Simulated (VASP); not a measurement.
Crystal: Al4Cl.

```
CELL_PARAMETERS angstrom
4.39938 0.00000 0.00000
0.00000 4.39938 0.00000
0.00000 0.00000 4.39938
ATOMIC_POSITIONS crystal
Al 0.50000 0.50000 0.50000
Al 0.00000 0.50000 0.50000
Al 0.50000 0.00000 0.50000
Al 0.50000 0.50000 0.00000
Cl 0.00000 0.00000 0.00000
```

* Program: VASP 6.6.1
* Task: relaxation of cell and atoms
* Functional: PBE
* Potentials or basis: VASP PAW PBE potentials, release 64 (Al, Cl)
* Cutoff: 600 eV
* k mesh: 4 × 4 × 4
* Occupations: gaussian, width 0.1 eV
* Spin: no spin polarisation

At the start: pressure 32.4 GPa; volume 17.03 Å³/atom.

**Question.** Where does the relaxation end?

**Answer.** Over 4 steps the energy falls by 622.6 meV/atom and the volume is 26.22 Å³/atom (+54.0 %); space group Pm-3m (No. 221, to 0.05 Å).

Step by step:
```csv
step,energy change (eV),largest force (eV/Å),pressure (GPa),volume (Å³)
1,0.0000,0.0000,32.40,85.15
2,-3.1021,0.0000,-0.88,135.03
3,-3.1102,0.0000,0.48,129.12
4,-3.1131,0.0000,0.00,131.12
```

Final structure:
```
CELL_PARAMETERS angstrom
5.08033 0.00000 0.00000
0.00000 5.08033 0.00000
0.00000 0.00000 5.08033
ATOMIC_POSITIONS crystal
Al 0.50000 0.50000 0.50000
Al 0.00000 0.50000 0.50000
Al 0.50000 0.00000 0.50000
Al 0.50000 0.50000 0.00000
Cl 0.00000 0.00000 0.00000
```

Caveat: the volume moved by over 15 % at a fixed basis, so the end points are rough; an odd number of electrons without spin polarisation forces a metal; a magnetic or distorted state may lie lower.
